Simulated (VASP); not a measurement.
Runs of VASP 6.6.1 on As5S. The structure is that of space group F-43m (No. 216), or close to it. The cells are those of the table. 

```csv
task,cell,k mesh,cutoff (eV),gap on the mesh (eV),pressure (GPa),relaxed volume (Å³/atom),largest force (eV/Å)
single point,"a = 5.548 Å, angles 60.0°, 6 atoms",4 × 4 × 4,520,none,0.1,-,0.05
single point,"a = 5.955 Å, angles 60.0°, 6 atoms",4 × 4 × 4,520,none,-10.3,-,0.06
single point,"a = 5.543 Å, angles 60.0°, 6 atoms",8 × 8 × 8,520,none,0.1,-,(a)
relaxation of cell and atoms,"relaxed from a = 5.955 Å, angles 60.0°, 6 atoms",4 × 4 × 4,600,-,0.1,(b),0.04
relaxation of cell and atoms,"relaxed from a = 5.548 Å, angles 60.0°, 6 atoms",8 × 8 × 8,600,-,0.0,20.06,0.01
```

Alike in all rows: level PBE; potentials or basis VASP PAW PBE potentials, release 64 (As, S); no spin polarisation; smearing gaussian 0.1 eV.

Question: Fill in the values left out.

Answer: (a) 0.03; (b) 20.13.

Caveats: the bands computed are all filled at some k points, so no gap is given (some runs); the volume moved by over 15 % at a fixed basis, so the end points are rough (some runs).

A k mesh can miss the band edges, and the runs leave out spin-orbit coupling on As.

A gap of «none» marks levels without a gap at the run's occupations.
